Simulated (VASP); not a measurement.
# Se (P3_121) in VASP: notebook, part 2 of 2

VASP 6.6.1.

## 4. Single point, LDA (volume scaled by 0.98)

INCAR

```
PREC = Accurate ; ENCUT = 520
EDIFF = 1E-6 ; ISMEAR = -1
SIGMA = 0.03 ; LREAL = False
LASPH = True ; NELM = 60
ALGO = Normal ; ISIF = 2
LWAVE = False ; LCHARG = True
GGA = CA ; LELF = True
LVHAR = True ; NBANDS = 16
```

KPOINTS

```
Automatic mesh
0
Gamma
  6 6 5
```

POSCAR

```
Se
1.0
    4.3368957106      0.0000000000      0.0000000000
   -2.1684478553      3.7558618590      0.0000000000
    0.0000000000      0.0000000000      4.9203533607
Se
3
Direct
    0.2254000000      0.0000000000      0.3333333333
    0.0000000000      0.2254000000      0.6666666667
    0.7746000000      0.7746000000      0.0000000000
```

Potentials or basis: VASP PAW LDA potentials, release 64 (Se).

Command:

```bash
cat potpaw_LDA.64/Se/POTCAR > POTCAR
mpirun -np 1 vasp_std > vasp.out
```

OUTCAR:

```text
PREC = Accurate
   ENCUT = 520
   EDIFF = 1E-6
   ISMEAR = -1
   LREAL = False
   LASPH = True
   NELM = 60
   ISIF = 2
   GGA = CA

 ion  position               nearest neighbor table
   1  0.225  0.000  0.333-   3 2.36   2 2.36
   2  0.000  0.225  0.667-   3 2.36   1 2.36
   3  0.775  0.775  0.000-   1 2.36   2 2.36

  LATTYP: Found a hexagonal cell.
 ALAT       =     4.3368957106
 C/A-ratio  =     1.1345334749

  Lattice vectors:

 A1 = (   4.3368957106,   0.0000000000,   0.0000000000)
 A2 = (  -2.1684478553,   3.7558618590,   0.0000000000)
 A3 = (   0.0000000000,   0.0000000000,   4.9203533607)

Analysis of symmetry for initial positions (statically):
=====================================================================
 Subroutine PRICEL returns:
 Original cell was already a primitive cell.

 Routine SETGRP: Setting up the symmetry group for a
 hexagonal supercell.

 Subroutine GETGRP returns: Found  6 space group operations
[... 161 lines left out ...]
  ---------------------------------------------------
  ext. energy  EPLUGINS =         0.00000000
  ---------------------------------------------------
  free energy    TOTEN  =       -12.32887095 eV

  energy without entropy =      -12.32887095  energy(sigma->0) =      -12.32887095

 E-fermi :   3.3895     XC(G=0):  -9.2671

 val. band max:        2.7755110605   @ k =  -0.1667   0.5000   0.4000
 cond. band min:       3.9453310437   @ k =   0.0000   0.0000   0.4000
 fundamental gap:      1.1698199832
 Fermi energy:         3.3894695088

 k-point     1 :       0.0000    0.0000    0.0000
  band No.  band energies     occupation
      1     -13.1721      2.00000
      2      -8.9369      2.00000
      3      -8.9369      2.00000
      4      -1.0350      2.00000
      5      -1.0350      2.00000
      6      -1.0174      2.00000
[... 433 lines left out ...]
      3      -7.3888      2.00000
      4      -2.6151      2.00000
      5      -1.7134      2.00000
      6      -1.0897      2.00000
[... 8 lines left out ...]
     15      10.6870      0.00000
     16      11.0818      0.00000

 [... further k-points ...]
[... 5 lines left out ...]
  --------------------------------------------------------------------------------------
  -------------------------------------------------------------------------------------
  Total       -0.2984341     -0.2984341      0.7710665      0.0000000      0.0000000      0.0000000
  in kB       -5.9658749     -5.9658749     15.4140764      0.0000000      0.0000000      0.0000000
  external PRESSURE =       1.1607756 kB  Pullay stress =       0.0000000 kB

 VOLUME and BASIS-vectors are now :
 -----------------------------------------------------------------------------
  energy-cutoff  :      520.00
  volume of cell :       80.15
      direct lattice vectors                 reciprocal lattice vectors
     4.336895711  0.000000000  0.000000000     0.230579674  0.133125237  0.000000000
    -2.168447855  3.755861859  0.000000000     0.000000000  0.266250474  0.000000000
     0.000000000  0.000000000  4.920353361     0.000000000  0.000000000  0.203237436

 POSITION                                       TOTAL-FORCE (eV/Angst)
 -----------------------------------------------------------------------------------
      0.97754      0.00000      1.64012         0.475345      0.000000     -0.000000
     -0.48877      0.84657      3.28024        -0.237672      0.411661      0.000000
      1.67968      2.90929      0.00000        -0.237672     -0.411661     -0.000000
 -----------------------------------------------------------------------------------
    total drift:                                0.000001      0.000002     -0.000000

  FREE ENERGIE OF THE ION-ELECTRON SYSTEM (eV)
  ---------------------------------------------------
  free  energy   TOTEN  =       -12.3288709519 eV

  energy  without entropy=      -12.3288709517  energy(sigma->0) =      -12.32887095
```

It took 15 s on 1 thread of Intel Xeon Platinum 8375C at 2.90GHz (Ice Lake), shared host; peak memory 0.17 GiB.

What came out:

```yaml
Free_energy: -12.3289 eV
Pressure: 0.1 GPa
Largest_force: 0.475 eV/Å
Band_gap_on_the_k_mesh: 1.17 eV, indirect (least direct gap 1.45 eV)
```

Forces in eV/Å, atoms in the order of the input:
```
Se   0.475  0.000  0.000
Se  -0.238  0.412  0.000
Se  -0.238 -0.412  0.000
```

Stress tensor (GPa, compression positive):
```
-0.60  0.00  0.00
 0.00 -0.60  0.00
 0.00  0.00  1.54
```

Levels at points of the mesh, in eV from the valence-band top:
```
           k point  band 5  band 6  band 7  band 8  band 9  band 10  band 11  band 12  band 13  band 14
(0.00, 0.00, 0.00)   -3.81   -3.79   -2.03   -2.03   -0.33     1.93     1.93     2.20     6.03     6.36
(0.50, 0.00, 0.00)   -4.74   -3.46   -2.92   -1.75   -0.94     1.95     2.36     4.26     5.13     7.56
```

## 5. Single point, LDA (volume scaled by 1.01)

INCAR

```
SYSTEM = Se
ALGO = Normal ; EDIFF = 1E-6
ENCUT = 520 ; GGA = CA
ISIF = 2 ; ISMEAR = -1
LASPH = .TRUE. ; LCHARG = .FALSE.
LREAL = .FALSE. ; LWAVE = .FALSE.
NBANDS = 16 ; NELM = 80
PREC = Accurate ; SIGMA = 0.03
```

KPOINTS

```
k-points
0
G
  6 6 5
  0 0 0
```

POSCAR

```
Se
1.0
    4.3807057031      0.0000000000      0.0000000000
   -2.1903528516      3.7938024255      0.0000000000
    0.0000000000      0.0000000000      4.9700572638
Se
3
Direct
    0.2254000000      0.0000000000      0.3333333333
    0.0000000000      0.2254000000      0.6666666667
    0.7746000000      0.7746000000      0.0000000000
```

Command:

```bash
cat potpaw_LDA.64/Se/POTCAR > POTCAR
mpirun -np 1 vasp_std > vasp.out
```

Run time: 18 s. Hardware: 1 thread of Intel Xeon Platinum 8375C at 2.90GHz (Ice Lake), shared host; peak memory 0.18 GiB.

It converged, with:

```
Free energy            : -12.3172 eV
Pressure               : -1.6 GPa
Largest force          : 0.160 eV/Å
Band gap on the k mesh : 1.19 eV, indirect (least direct gap 1.39 eV)
```

Forces on the atoms (eV/Å):
```
Se   0.160  0.000  0.000
Se  -0.080  0.139  0.000
Se  -0.080 -0.139  0.000
```

Stress tensor (GPa, compression positive):
```
-1.97  0.00  0.00
 0.00 -1.97  0.00
 0.00  0.00 -0.87
```

Levels at points of the mesh, in eV from the valence-band top:
```tsv
k point	band 7	band 8	band 9	band 10	band 11	band 12
(0.00, 0.00, 0.00)	-1.91	-1.91	-0.28	1.88	1.88	2.19
(0.50, 0.00, 0.00)	-2.80	-1.66	-0.88	1.93	2.33	4.11
```

 A k mesh can miss the band edges.

## 6. Overview

```csv
cell,gap on the mesh (eV),pressure (GPa),largest force (eV/Å)
"a = 4.452, b = 4.452, c = 5.051 Å, angles 90.0, 90.0, 120.0°, 3 atoms",1.20,-3.9,0.30
"a = 4.277, b = 4.277, c = 4.852 Å, angles 90.0, 90.0, 120.0°, 3 atoms",1.14,2.9,0.95
"a = 4.337, b = 4.337, c = 4.920 Å, angles 90.0, 90.0, 120.0°, 3 atoms",1.17,0.1,0.48
"a = 4.381, b = 4.381, c = 4.970 Å, angles 90.0, 90.0, 120.0°, 3 atoms",1.19,-1.6,0.16
```

Alike in all rows: task single point; level LDA; potentials or basis VASP PAW LDA potentials, release 64 (Se); no spin polarisation; k mesh 6 × 6 × 5; cutoff (eV) 520; smearing fermi-dirac 0.03 eV.

Absolute energies hang on the potentials; compare differences alone.
